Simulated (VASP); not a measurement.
# ScSbSe3 (P4/mmm) in VASP: further runs

Runs on ScSbSe3. Level: PBE. Tasks: single point, relaxation of cell and atoms.

Everything below comes from runs of VASP 6.6.1. Logs are shortened: lines on timing, memory, paths and dates and some standing lists are left out, and cuts for length are marked.

**1. The cell of the first run**

It takes space group P4/mmm (No. 123, tetragonal). Conventional cell: a = 4.072 Å, b = 4.072 Å, c = 7.928 Å, α = 90.00°, β = 90.00°, γ = 90.00°. Sc (site symmetry 4/mmm) has 4 Sb at 2.88 Å and 10 Se at 3.94 to 3.96 Å and 4 Sc at 4.07 Å within 4.1 Å. Within 3.5 Å of Sb (site symmetry 4/mmm) lie 2 Se at 2.69 Å and 4 Sc at 2.88 Å. Se (site symmetry 4mm) has 5 Se at 2.56 to 3.15 Å and 1 Sb at 2.69 Å within 3.4 Å. Within 4.1 Å of Se (site symmetry 4/mmm) lie 12 Se at 3.15 to 4.07 Å and 2 Sc at 3.96 Å.

The cell was generated, and may not be a known phase.

**2. Single point, PBE**

File INCAR:

```
SYSTEM = ScSbSe3
PREC = Accurate ; ENCUT = 520
EDIFF = 1E-6 ; ISMEAR = 0
SIGMA = 0.1 ; LREAL = .False.
LASPH = .True. ; NELM = 100
ALGO = Normal ; ISIF = 2
LWAVE = .False. ; LCHARG = .False.
GGA = PE ; NBANDS = 25
```

File KPOINTS:

```
regular mesh
0
Gamma
  4 4 2
  0 0 0
```

File POSCAR:

```
ScSbSe3
1.0
    4.0723273632      0.0000000000      0.0000000000
    0.0000000000      4.0723273632      0.0000000000
    0.0000000000      0.0000000000      7.9275319397
Sc Sb Se
1 1 3
Direct
    0.5000000000      0.5000000000      0.0000000000
    0.0000000000      0.0000000000      0.0000000000
    0.0000000000      0.0000000000      0.3388255462
    0.0000000000      0.0000000000      0.6611744538
    0.5000000000      0.5000000000      0.5000000000
```

Potentials or basis: VASP PAW PBE potentials, release 64 (Sc_sv, Sb, Se).

Launch:

```
$ cat potpaw_PBE.64/Sc_sv/POTCAR potpaw_PBE.64/Sb/POTCAR potpaw_PBE.64/Se/POTCAR > POTCAR
$ mpirun -np 1 vasp_std > vasp.out
```

OUTCAR:

```text
SYSTEM = ScSbSe3
   PREC = Accurate
   ENCUT = 520
   EDIFF = 1E-6
   ISMEAR = 0
   LREAL = .False.
   LASPH = .True.
   NELM = 100
   ISIF = 2
   GGA = PE

 ion  position               nearest neighbor table
   1  0.500  0.500  0.000-   2 2.88   2 2.88   2 2.88   2 2.88
   2  0.000  0.000  0.000-   3 2.69   4 2.69   1 2.88   1 2.88   1 2.88   1 2.88
   3  0.000  0.000  0.339-   4 2.56   2 2.69
   4  0.000  0.000  0.661-   3 2.56   2 2.69
   5  0.500  0.500  0.500-

  LATTYP: Found a simple tetragonal cell.
 ALAT       =     4.0723273632
 C/A-ratio  =     1.9466833662

  Lattice vectors:

 A1 = (   4.0723273632,   0.0000000000,   0.0000000000)
 A2 = (   0.0000000000,   4.0723273632,   0.0000000000)
 A3 = (   0.0000000000,   0.0000000000,   7.9275319397)

Analysis of symmetry for initial positions (statically):
=====================================================================
 Subroutine PRICEL returns:
 Original cell was already a primitive cell.

 Routine SETGRP: Setting up the symmetry group for a
 simple tetragonal supercell.

 Subroutine GETGRP returns: Found 16 space group operations
 (whereof 16 operations were pure point group operations)
 out of a pool of 16 trial point group operations.

The static configuration has the point symmetry D_4h.

Analysis of symmetry for dynamics (positions and initial velocities):
=====================================================================
 Subroutine PRICEL returns:
 Original cell was already a primitive cell.

 Routine SETGRP: Setting up the symmetry group for a
 simple tetragonal supercell.

 Subroutine GETGRP returns: Found 16 space group operations
 (whereof 16 operations were pure point group operations)
 out of a pool of 16 trial point group operations.

The dynamic configuration has the point symmetry D_4h.

 Subroutine INISYM returns: Found 16 space group operations
 (whereof 16 operations are pure point group operations),
 and found     1 'primitive' translations

----------------------------------------------------------------------------------------

                                     Primitive cell

  volume of cell :     131.4690

  direct lattice vectors                    reciprocal lattice vectors
     4.072327363  0.000000000  0.000000000     0.245559826  0.000000000  0.000000000
     0.000000000  4.072327363  0.000000000     0.000000000  0.245559826  0.000000000
     0.000000000  0.000000000  7.927531940     0.000000000  0.000000000  0.126142664

  length of vectors
     4.072327363  4.072327363  7.927531940     0.245559826  0.245559826  0.126142664

  position of ions in fractional coordinates (direct lattice)
     0.500000000  0.500000000  0.000000000
     0.000000000  0.000000000  0.000000000
     0.000000000  0.000000000  0.338825546
     0.000000000  0.000000000  0.661174454
     0.500000000  0.500000000  0.500000000

  ion indices of the primitive-cell ions
   primitive index   ion index
                 1           1
                 2           2
                 3           3
                 4           4
                 5           5

----------------------------------------------------------------------------------------

 KPOINTS: regular mesh

Automatic generation of k-mesh.
 Grid dimensions read from file:
 generate k-points for:    4    4    2

 Generating k-lattice:

  Cartesian coordinates                     Fractional coordinates (reciprocal lattice)
     0.061389957  0.000000000  0.000000000     0.250000000  0.000000000  0.000000000
     0.000000000  0.061389957  0.000000000     0.000000000  0.250000000  0.000000000
     0.000000000  0.000000000  0.063071332     0.000000000  0.000000000  0.500000000

  Length of vectors
     0.061389957  0.061389957  0.063071332

  Shift w.r.t. Gamma in fractional coordinates (k-lattice)
     0.000000000  0.000000000  0.000000000

 Subroutine IBZKPT returns following result:
 ===========================================

 Found     12 irreducible k-points:

 Following reciprocal coordinates:
            Coordinates               Weight
  0.000000  0.000000  0.000000      1.000000
  0.250000  0.000000  0.000000      4.000000
  0.500000  0.000000  0.000000      2.000000
  0.250000  0.250000  0.000000      4.000000
  0.500000  0.250000  0.000000      4.000000
  0.500000  0.500000  0.000000      1.000000
  0.000000  0.000000  0.500000      1.000000
  0.250000  0.000000  0.500000      4.000000
  0.500000  0.000000  0.500000      2.000000
  0.250000  0.250000  0.500000      4.000000
  0.500000  0.250000  0.500000      4.000000
  0.500000  0.500000  0.500000      1.000000
   k-points           NKPTS =     12   k-points in BZ     NKDIM =     12   number of bands    NBANDS=     25
   number of dos      NEDOS =    301   number of ions     NIONS =      5
   total plane-waves  NPLWV =  54000
   dimension x,y,z NGX =    30 NGY =   30 NGZ =   60
   dimension x,y,z NGXF=    60 NGYF=   60 NGZF=  120
   ions per type =               1   1   3
[... 39 lines left out ...]
   AEXX    =    0.0000 exact exchange contribution
   IVDW    =     0    specifies the selected vdW correction
   LEPSILON=     F    determine dielectric tensor
   LRPA    =     F    only Hartree local field effects (RPA)
 non-spin polarized calculation
 Gauss-broadening in eV      SIGMA  =   0.10
  energy-cutoff  :      520.00
  volume of cell :      131.47
 maximum number of plane-waves:      3557
   NGX = 15   NGY = 15   NGZ = 29

 number of electron      34.0000001 magnetization

 Free energy of the ion-electron system (eV)
  ---------------------------------------------------
  ext. energy  EPLUGINS =         0.00000000
  ---------------------------------------------------
  free energy    TOTEN  =       -20.13931396 eV

  energy without entropy =      -20.12255910  energy(sigma->0) =      -20.13093653

 E-fermi :   4.4873     XC(G=0):  -9.4283

 val. band max:        4.4046422017   @ k =   0.2500   0.0000   0.0000
 cond. band min:       4.4905102638   @ k =   0.2500   0.0000   0.5000
 fundamental gap:      0.0858680621
 Fermi energy:         4.4873012158

 k-point     1 :       0.0000    0.0000    0.0000
  band No.  band energies     occupation
      1     -46.3045      2.00000
      2     -25.1480      2.00000
      3     -24.8146      2.00000
      4     -24.8146      2.00000
      5     -10.4216      2.00000
      6      -8.1064      2.00000
[... 17 lines left out ...]
     24       5.8838      0.00000
     25       7.2858      0.00000

 k-point     2 :       0.2500    0.0000    0.0000
  band No.  band energies     occupation
      1     -46.3040      2.00000
      2     -25.1470      2.00000
      3     -24.8278      2.00000
      4     -24.8108      2.00000
      5     -10.1303      2.00000
      6      -8.0031      2.00000
[... 17 lines left out ...]
     24       7.1023      0.00000
     25       8.6982      0.00000

 k-point     3 :       0.5000    0.0000    0.0000
  band No.  band energies     occupation
      1     -46.3035      2.00000
      2     -25.1459      2.00000
      3     -24.8410      2.00000
      4     -24.8069      2.00000
      5      -9.7027      2.00000
      6      -8.1067      2.00000
[... 17 lines left out ...]
     24       8.5710      0.00000
     25       8.6655      0.00000

 k-point     4 :       0.2500    0.2500    0.0000
  band No.  band energies     occupation
      1     -46.3034      2.00000
      2     -25.1461      2.00000
      3     -24.8253      2.00000
      4     -24.8242      2.00000
      5      -9.8976      2.00000
      6      -7.9080      2.00000
[... 17 lines left out ...]
     24       6.2682      0.00000
     25       8.9914      0.00000
[... 141 lines left out ...]
 k-point    10 :       0.2500    0.2500    0.5000
  band No.  band energies     occupation
      1     -46.3034      2.00000
      2     -25.1461      2.00000
      3     -24.8253      2.00000
      4     -24.8242      2.00000
      5      -9.8187      2.00000
      6      -8.2712      2.00000
[... 17 lines left out ...]
     24       6.7695      0.00000
     25       7.2014      0.00000

 k-point    11 :       0.5000    0.2500    0.5000
  band No.  band energies     occupation
      1     -46.3027      2.00000
      2     -25.1452      2.00000
      3     -24.8386      2.00000
      4     -24.8216      2.00000
      5      -9.5000      2.00000
      6      -8.1425      2.00000
[... 17 lines left out ...]
     24       7.7195      0.00000
     25       8.1775      0.00000

 k-point    12 :       0.5000    0.5000    0.5000
  band No.  band energies     occupation
      1     -46.3020      2.00000
      2     -25.1445      2.00000
      3     -24.8362      2.00000
      4     -24.8362      2.00000
      5      -9.3799      2.00000
      6      -8.0538      2.00000
[... 17 lines left out ...]
     24       6.5075      0.00000
     25       7.3725      0.00000

------------------------ aborting loop because EDIFF is reached ----------------------------------------

  FORCE on cell =-STRESS in cart. coord.  units (eV):
  Direction    XX          YY          ZZ          XY          YZ          ZX
  --------------------------------------------------------------------------------------
  -------------------------------------------------------------------------------------
  Total        0.0284644      0.0284644      0.0516429      0.0000000     -0.0000000      0.0000000
  in kB        0.3468880      0.3468880      0.6293579      0.0000000     -0.0000000      0.0000000
  external PRESSURE =       0.4410446 kB  Pullay stress =       0.0000000 kB

 VOLUME and BASIS-vectors are now :
 -----------------------------------------------------------------------------
  energy-cutoff  :      520.00
  volume of cell :      131.47
      direct lattice vectors                 reciprocal lattice vectors
     4.072327363  0.000000000  0.000000000     0.245559826  0.000000000  0.000000000
     0.000000000  4.072327363  0.000000000     0.000000000  0.245559826  0.000000000
     0.000000000  0.000000000  7.927531940     0.000000000  0.000000000  0.126142664

 POSITION                                       TOTAL-FORCE (eV/Angst)
 -----------------------------------------------------------------------------------
      2.03616      2.03616      0.00000         0.000000      0.000000      0.000000
      0.00000      0.00000      0.00000         0.000000      0.000000      0.000000
      0.00000      0.00000      2.68605        -0.000000     -0.000000      0.005743
      0.00000      0.00000      5.24148         0.000000     -0.000000     -0.005743
      2.03616      2.03616      3.96377         0.000000      0.000000      0.000000
 -----------------------------------------------------------------------------------
    total drift:                                0.000000      0.000000     -0.000000

  FREE ENERGIE OF THE ION-ELECTRON SYSTEM (eV)
  ---------------------------------------------------
  free  energy   TOTEN  =       -20.1393139602 eV

  energy  without entropy=      -20.1225591018  energy(sigma->0) =      -20.13093653
```

Run time: 56 s. Hardware: 1 thread of Oxide Virtual Turin-like, shared host; peak memory 0.2 GiB.

What came out:

```yaml
Free_energy: -20.1393 eV
Pressure: 0.0 GPa
Largest_force: 0.006 eV/Å
Band_gap_on_the_k_mesh: zero (bands 17 and 18 overlap by 1.30 eV)
```

Forces on the atoms (eV/Å):
```
Sc   0.000  0.000  0.000
Sb   0.000  0.000  0.000
Se   0.000  0.000  0.006
Se   0.000  0.000 -0.006
Se   0.000  0.000  0.000
```

Caveat: the k points lie up to 0.40 Å⁻¹ apart, too coarse for converged energies and pressures of a metal; spin-orbit coupling is left out, which moves the levels of the heavy elements.

**3. Single point, PBE**

This run uses another cell than the first one, of 29.99 Å³/atom.

File INCAR:

```
ALGO = Normal
EDIFF = 1E-6
ENCUT = 520
GGA = PE
ISIF = 2
ISMEAR = 0
LASPH = T
LCHARG = T
LELF = T
LREAL = F
LVHAR = T
LWAVE = F
NBANDS = 25
NELM = 80
PREC = Accurate
SIGMA = 0.1
```

File KPOINTS:

```
k-points
0
Gamma
  4 4 2
```

File POSCAR:

```
ScSbSe3
1.0
    4.4744707000      0.0000000000      0.0000000000
    0.0000000000      4.4744707000      0.0000000000
    0.0000000000      0.0000000000      7.4894321800
Sc Sb Se
1 1 3
Direct
    0.5000000000      0.5000000000      0.0000000000
    0.0000000000      0.0000000000      0.0000000000
    0.0000000000      0.0000000000      0.2777823400
    0.0000000000      0.0000000000      0.7222176600
    0.5000000000      0.5000000000      0.5000000000
```

Potentials or basis: VASP PAW PBE potentials, release 64 (Sc_sv, Sb, Se).

Launch:

```
$ cat potpaw_PBE.64/Sc_sv/POTCAR potpaw_PBE.64/Sb/POTCAR potpaw_PBE.64/Se/POTCAR > POTCAR
$ mpirun -np 1 vasp_std > vasp.out
```

Wall time 81 s (1 thread of Oxide Virtual Turin-like, shared host); peak memory 0.24 GiB.

Results (log left out):

* Free energy: -14.3586 eV
* Pressure: 13.3 GPa
* Largest force: 11.830 eV/Å
* Band gap on the k mesh: zero (bands 17 and 18 overlap by 0.77 eV)

Forces on the atoms (eV/Å):
```
Sc    0.000   0.000   0.000
Sb    0.000   0.000   0.000
Se    0.000   0.000  11.830
Se    0.000   0.000 -11.830
Se    0.000   0.000   0.000
```

Stress tensor (GPa, compression positive):
```
-3.40  0.00  0.00
 0.00 -3.40  0.00
 0.00  0.00 46.61
```

Levels at points of the mesh, in eV from the Fermi level:
| k point | band 13 | band 14 | band 15 | band 16 | band 17 | band 18 | band 19 | band 20 | band 21 | band 22 |
| --- | --- | --- | --- | --- | --- | --- | --- | --- | --- | --- |
| (0.00, 0.00, 0.00) | -2.20 | -1.28 | -1.21 | -0.66 | -0.66 | -0.57 | 0.35 | 0.50 | 1.07 | 1.07 |
| (0.50, 0.00, 0.00) | -1.95 | -1.51 | -0.96 | -0.36 | -0.18 | -0.12 | 0.49 | 0.73 | 0.81 | 0.82 |
| (0.50, 0.50, 0.00) | -3.06 | -1.88 | -1.88 | -1.28 | -0.33 | 0.44 | 0.73 | 1.07 | 1.07 | 1.11 |
| (0.00, 0.00, 0.50) | -2.75 | -1.95 | -0.57 | -0.10 | 0.20 | 0.20 | 0.35 | 1.05 | 1.05 | 1.25 |
| (0.50, 0.00, 0.50) | -2.24 | -1.88 | -0.81 | -0.41 | 0.10 | 0.35 | 0.73 | 0.85 | 0.91 | 1.07 |
| (0.50, 0.50, 0.50) | -3.81 | -1.69 | -0.29 | -0.29 | 0.09 | 0.09 | 0.50 | 0.57 | 1.11 | 1.17 |

Caveat: the k points lie up to 0.42 Å⁻¹ apart, too coarse for converged energies and pressures of a metal; spin-orbit coupling is left out, which moves the levels of the heavy elements; forces of over 1 eV/Å act on the atoms, so gaps and moduli don't describe the material at rest.

**4. Relaxation of cell and atoms, PBE**

This run uses another cell than the first one, of 29.99 Å³/atom.

File INCAR:

```
SYSTEM = ScSbSe3
  PREC = Accurate
  ENCUT = 600
  EDIFF = 1E-6
  ISMEAR = 0
  SIGMA = 0.1
  LREAL = .False.
  LASPH = .True.
  NELM = 80
  ALGO = Normal
  ISIF = 3
  LWAVE = .False.
  LCHARG = .False.
  GGA = PE
  IBRION = 2
  NSW = 90
  EDIFFG = -0.04
```

File KPOINTS:

```
Automatic mesh
0
Gamma
  4 4 2
  0 0 0
```

POSCAR is that of step 3.

Launch:

```
$ cat potpaw_PBE.64/Sc_sv/POTCAR potpaw_PBE.64/Sb/POTCAR potpaw_PBE.64/Se/POTCAR > POTCAR
$ mpirun -np 1 vasp_std > vasp.out
```

Run time: 19 min. Hardware: 1 thread of Oxide Virtual Turin-like, shared host; peak memory 0.29 GiB.

It converged, with:

* Free energy: -20.1403 eV
* Relaxed volume: 26.33 Å³/atom
* Relaxed cell: a = 4.074 Å, b = 4.074 Å, c = 7.932 Å, α = 90.00°, β = 90.00°, γ = 90.00°
* Space group after relaxing (to 0.1 Å): P4/mmm (No. 123)
* Energy gained by relaxing: 1156.3 meV/atom
* Ionic steps: 19
* Pressure after relaxing: 0.0 GPa
* Largest force after relaxing: 0.010 eV/Å
* Band gap on the k mesh: zero (bands 17 and 18 overlap by 1.29 eV)

Forces in eV/Å, atoms in the order of the input:
```
Sc   0.000  0.000  0.000
Sb   0.000  0.000  0.000
Se   0.000  0.000 -0.010
Se   0.000  0.000  0.010
Se   0.000  0.000  0.000
```

Step by step:
| step | energy change (eV) | largest force (eV/Å) | pressure (GPa) | volume (Å³) |
| --- | --- | --- | --- | --- |
| 1 | 0.0000 | 11.8289 | 13.27 | 149.95 |
| 2 | -3.0623 | 1.4913 | -7.68 | 200.19 |
| 3 | -3.0999 | 1.2657 | -7.77 | 197.72 |
| 4 | -3.1612 | 0.9657 | -7.87 | 195.04 |
| 5 | -4.3029 | 0.3090 | -7.79 | 173.21 |
| 6 | -4.4166 | 2.1209 | -4.56 | 161.76 |
| 7 | -4.5078 | 0.9895 | -6.69 | 167.18 |
| 8 | -4.5174 | 1.2319 | -6.25 | 165.74 |
| 9 | -5.4754 | 1.0908 | -3.38 | 142.70 |
| 10 | -5.6725 | 0.7598 | 0.11 | 131.09 |
| 11 | -5.6732 | 0.7105 | 0.60 | 129.89 |
| 12 | -5.7355 | 0.3755 | 0.49 | 129.91 |
| 13 | -5.7503 | 0.6921 | 0.97 | 129.88 |
| 14 | -5.7687 | 0.0296 | 0.55 | 129.90 |
| 15 | -5.7716 | 0.2181 | 0.68 | 129.90 |
| 16 | -5.7719 | 0.1434 | 0.64 | 129.90 |
| 17 | -5.7799 | 0.0683 | -0.20 | 132.26 |
| 18 | -5.7810 | 0.0883 | 0.00 | 131.64 |
| 19 | -5.7815 | 0.0104 | -0.02 | 131.65 |

Final structure:
```xyz
5
Lattice="4.0740 0.0000 0.0000 0.0000 4.0740 0.0000 0.0000 0.0000 7.9320" Properties=species:S:1:pos:R:3 pbc="T T T"
Sc    2.0370    2.0370    0.0000
Sb    0.0000    0.0000    0.0000
Se    4.0740    0.0000    2.6887
Se    0.0000    0.0000    5.2433
Se    2.0370    2.0370    3.9660
```

Levels at points of the mesh, in eV from the Fermi level:
| k point | band 15 | band 16 | band 17 | band 18 | band 19 | band 20 |
| --- | --- | --- | --- | --- | --- | --- |
| (0.00, 0.00, 0.00) | -1.12 | -0.68 | -0.68 | -0.66 | 0.66 | 0.81 |
| (0.50, 0.00, 0.00) | -1.51 | -1.31 | -1.26 | -0.72 | 0.60 | 0.83 |
| (0.50, 0.50, 0.00) | -2.59 | -2.41 | -2.04 | 0.73 | 0.73 | 0.79 |
| (0.00, 0.00, 0.50) | -0.65 | 0.25 | 0.58 | 0.58 | 0.59 | 0.59 |
| (0.50, 0.00, 0.50) | -1.62 | -1.32 | -0.25 | 0.39 | 0.92 | 0.97 |
| (0.50, 0.50, 0.50) | -1.19 | -1.19 | -0.26 | -0.26 | 1.01 | 1.08 |

Caveat: the k points lie up to 0.40 Å⁻¹ apart in the final cell, too coarse for converged energies and pressures of a metal; spin-orbit coupling is left out, which moves the levels of the heavy elements.

**5. Overview**

| task | cell | cutoff (eV) | gap on the mesh (eV) | pressure (GPa) | largest force (eV/Å) |
| --- | --- | --- | --- | --- | --- |
| single point | a = 4.072, b = 4.072, c = 7.928 Å, 5 atoms, atomic positions A | 520 | none | 0.0 | 0.01 |
| single point | a = 4.474, b = 4.474, c = 7.489 Å, 5 atoms, atomic positions B | 520 | none | 13.3 | 11.83 |
| relaxation of cell and atoms | relaxed from a = 4.474, b = 4.474, c = 7.489 Å, 5 atoms, atomic positions B | 600 | none | 0.0 | 0.01 |

Alike in all rows: level PBE; potentials or basis VASP PAW PBE potentials, release 64 (Sc_sv, Sb, Se); no spin polarisation; k mesh 4 × 4 × 2; smearing gaussian 0.1 eV.

Caveats: all runs use coarse meshes; spin-orbit coupling is left out, which moves the levels of the heavy elements; forces of over 1 eV/Å act on the atoms, so gaps and moduli don't describe the material at rest (at least some runs).

Absolute energies hang on the potentials; compare differences alone.

The gap in the log of VASP goes by the Fermi energy; the results here count the filled bands.